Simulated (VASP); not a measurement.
A run of VASP 6.6.1:

INCAR

```
SYSTEM = Nb
PREC = Accurate
ENCUT = 520
EDIFF = 1E-6
ISMEAR = -1
SIGMA = 0.06122561905347299
LREAL = .FALSE.
LASPH = .TRUE.
NELM = 60
ALGO = Normal
ISIF = 2
LWAVE = .FALSE.
LCHARG = .FALSE.
GGA = PE
NBANDS = 12
```

File KPOINTS:

```
regular mesh
0
G
  15 15 15
  0 0 0
```

Contents of POSCAR:

```
Nb
1.0
    0.0000000000      2.0805895765      2.0805895765
    2.0805895765      0.0000000000      2.0805895765
    2.0805895765      2.0805895765      0.0000000000
Nb
1
Direct
    0.0000000000      0.0000000000      0.0000000000
```

Potentials or basis: VASP PAW PBE potentials, release 64 (Nb_sv).

Run with:

```console
$ cat potpaw_PBE.64/Nb_sv/POTCAR > POTCAR
$ mpirun -np 1 vasp_std > vasp.out
```

Hardware: 1 thread of Intel(R) Xeon(R) Platinum 8488C (Sapphire Rapids) (shared host).

Estimate the wall time of this run.

Wall time 11 s on 1 thread of Intel(R) Xeon(R) Platinum 8488C (Sapphire Rapids) (shared host), peak memory 0.15 GiB. Counts: scf iterations 12, k points 120.
